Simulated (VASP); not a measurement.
Input of a VASP 6.6.1 run:

Contents of INCAR:

```
ALGO     = Normal         # electronic algorithm
EDIFF    = 1E-6           # SCF threshold, eV
ENCUT    = 520            # plane-wave cutoff, eV
GGA      = PE             # functional
ISIF     = 2              # what is computed and relaxed
ISMEAR   = 0              # smearing method
LASPH    = T              # aspherical terms in the spheres
LCHARG   = F              # write CHGCAR
LDAU     = T              # DFT+U
LDAUJ    = 0 0          
LDAUL    = 2 -1           # shell
LDAUPRINT= 1            
LDAUTYPE = 2            
LDAUU    = 6.2 0          # U, eV
LMAXMIX  = 4              # l up to which the mixer works
LREAL    = F              # projectors in reciprocal space
LWAVE    = F              # write WAVECAR
NBANDS   = 14             # bands
NELM     = 150            # most SCF steps
PREC     = Accurate       # precision mode
SIGMA    = 0.1            # smearing width, eV
```

Contents of KPOINTS:

```
k-points
0
Gamma
  6 6 6
```

Contents of POSCAR:

```
OsI
1.0
    3.8404660000      0.0000000000      0.0000000000
    0.0000000000      3.8404660000      0.0000000000
    0.0000000000      0.0000000000      3.8404660000
Os I
1 1
Direct
    0.5000000000      0.5000000000      0.5000000000
    0.0000000000      0.0000000000      0.0000000000
```

Potentials or basis: VASP PAW PBE potentials, release 64 (Os, I).

Command:

```bash
$ cat potpaw_PBE.64/Os/POTCAR potpaw_PBE.64/I/POTCAR > POTCAR
$ mpirun -np 1 vasp_std > vasp.out
```

(1) What does it give for the band gap on the k mesh?

(2) Predict the pressure.

Answers

(1) zero (an odd number of electrons rules out a gap without spin polarisation).

(2) -19.6 GPa.

Caveat: the cell stands under tension; spin-orbit coupling is left out, which moves the levels of the heavy elements; an odd number of electrons without spin polarisation forces a metal; a magnetic or distorted state may lie lower; U without spin polarisation on a metal has little footing.
